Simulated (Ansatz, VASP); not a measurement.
# AlN in VASP and in Ansatz

The input INCAR:

```
PREC     = Accurate       # precision mode
ENCUT    = 520            # plane-wave cutoff, eV
EDIFF    = 1E-8           # SCF threshold, eV
ISMEAR   = -1             # smearing method
SIGMA    = 0.03           # smearing width, eV
LREAL    = F              # projectors in reciprocal space
LASPH    = T              # aspherical terms in the spheres
NELM     = 80             # most SCF steps
ALGO     = Normal         # electronic algorithm
ISIF     = 2              # what is computed and relaxed
LWAVE    = F              # write WAVECAR
LCHARG   = F              # write CHGCAR
GGA      = PS             # functional
LEFG     = T            
NBANDS   = 16             # bands
```

The input KPOINTS:

```
regular mesh
0
Gamma
  10 10 6
```

POSCAR

```
AlN
1.0
    3.1110021516      0.0000000000      0.0000000000
   -1.5555010758      2.6942068945      0.0000000000
    0.0000000000      0.0000000000      4.9282200000
Al N
2 2
Direct
    0.3333333333      0.6666666667      0.0000000000
    0.6666666667      0.3333333333      0.5000000000
    0.3333333333      0.6666666667      0.3850000000
    0.6666666667      0.3333333333      0.8850000000
```

Input for Ansatz:

```yaml
crystal:
  lattice:
    - [3.1110021516, 0.0, 0.0]
    - [-1.5555010758, 2.6942068945, 0.0]
    - [0.0, 0.0, 4.92822]
  atoms:
    - { symbol: Al, position: [0.3333333333, 0.6666666667, 0.0] }
    - { symbol: Al, position: [0.6666666667, 0.3333333333, 0.5] }
    - { symbol: "N", position: [0.3333333333, 0.6666666667, 0.385] }
    - { symbol: "N", position: [0.6666666667, 0.3333333333, 0.885] }
kpoints:
  mp_grid: { grid: [10, 10, 6] }
scf:
  occupations: { method: fermi_dirac, width: 0.03 }
hamiltonian:
  xc: pbesol
  pseudopotentials: { kind: all_electron, datasets: crystal }
output:
  forces: true
  stress: true
  eigenvalues: true
  efg: { contact_densities: true }
```

Change from the starting cell: zz strain of -1 %, crystal datasets.

Alike in both runs: task electric field gradients; functional PBEsol; k mesh 10 × 10 × 6; occupations fermi-dirac, width 0.03 eV; no spin polarisation.

|  | VASP | Ansatz |
| --- | --- | --- |
| version | VASP 6.6.1 | Ansatz 0.2.0 |
| potentials or method | VASP PAW PBE potentials, release 64 (Al, N), cutoff 520 eV | all-electron PAW with datasets made for the crystal, scalar-relativistic |

Ansatz gave:

- gap on the k mesh at the Fermi level (eV): 4.15
- pressure (GPa): 2.4
- traceless stress, the component that is largest in VASP (GPa): 1.18
- rms of the force components (eV/Å): 0.031
- size of Vzz on the site where it differs most (V/Å²): 1.4

What did VASP give for the same quantities?

gap on the k mesh at the Fermi level (eV): 4.15; pressure (GPa): 2.5; traceless stress, the component that is largest in VASP (GPa): 1.19; rms of the force components (eV/Å): 0.030; size of Vzz on the site where it differs most (V/Å²): 1.2.

VASP's potentials were made for PBE, not for PBEsol. Atom by atom the forces differ by 0.001 eV/Å (rms over components). Ansatz ran all-electron here, and VASP with PAW potentials.
